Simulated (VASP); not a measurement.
Here is a VASP 6.6.1 calculation.

Contents of INCAR:

```
PREC = Accurate
ENCUT = 600
EDIFF = 1E-7
ISMEAR = -1
SIGMA = 0.05
LREAL = F
LASPH = T
NELM = 80
ALGO = Normal
ISIF = 3
LWAVE = F
LCHARG = F
GGA = B5
ALDAX = 1.0
AGGAX = 1.0
AGGAC = 1.0
ALDAC = 0.0
IVDW = 12
VDW_S6 = 1.0
VDW_S8 = 2.6996
VDW_A1 = 0.4298
VDW_A2 = 4.2359
IBRION = 2
NSW = 60
EDIFFG = -0.01
```

KPOINTS

```
regular mesh
0
Gamma
  11 11 11
```

Contents of POSCAR:

```
MgO
1.0
    0.0000000000      2.0970013927      2.0970013927
    2.0970013927      0.0000000000      2.0970013927
    2.0970013927      2.0970013927      0.0000000000
Mg O
1 1
Direct
    0.0000000000      0.0000000000      0.0000000000
    0.5000000000      0.5000000000      0.5000000000
```

Potentials or basis: VASP PAW PBE potentials, release 64 (Mg, O).

Command:

```console
$ cat potpaw_PBE.64/Mg/POTCAR potpaw_PBE.64/O/POTCAR > POTCAR
$ mpirun -np 1 vasp_std > vasp.out
```

(1) Predict the band gap on the k mesh.

(2) Predict the space group after relaxing (to 0.05 Å).

Results:

(1) 5.33 eV, direct.

(2) Fm-3m (No. 225).
